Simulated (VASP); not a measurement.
Ta4N5, 9 atoms in the cell. It takes space group I4/m (No. 87, tetragonal). The conventional cell has a = 6.680 Å, b = 6.680 Å, c = 4.174 Å, α = 90.00°, β = 90.00°, γ = 90.00°. Within 2.7 Å of Ta (site symmetry m) lie 6 N at 2.03 to 2.18 Å. N (site symmetry 4/m) has 4 Ta at 2.03 Å within 2.7 Å. N (site symmetry m) has 5 Ta at 2.09 to 2.18 Å and 12 N at 2.90 to 3.06 Å within 3.1 Å. 

| Property | Result |
| --- | --- |
| Program | VASP 6.6.1 |
| Task | relaxation of shape and atoms at fixed volume |
| Functional | PBEsol |
| Potentials or basis | VASP PAW PBE potentials, release 64 (Ta_pv, N) |
| Cutoff | 600 eV |
| k mesh | 10 × 10 × 10 |
| Occupations | gaussian, width 0.1 eV |
| Spin | no spin polarisation |
| Dipole correction | no |
| Further INCAR settings | ALGO = Normal; EDIFF = 1e-07; IBRION = 2; EDIFFG = -0.01; NSW = 50; ISIF = 4 |

Potentials or basis: VASP PAW PBE potentials, release 64 (Ta_pv, N).

Launch:

```console
$ cat potpaw_PBE.64/Ta_pv/POTCAR potpaw_PBE.64/N/POTCAR > POTCAR
$ mpirun -np 1 vasp_std > vasp.out
```

Hardware: 1 thread of Intel(R) Xeon(R) Platinum 8488C (Sapphire Rapids), with other jobs on the host.

Problem. How long does it take, and how much memory?

Solution. It took 56 min on 1 thread of Intel(R) Xeon(R) Platinum 8488C (Sapphire Rapids), with other jobs on the host, peak memory 0.65 GiB. Counts: scf iterations 71, k points 144, ion steps 8.
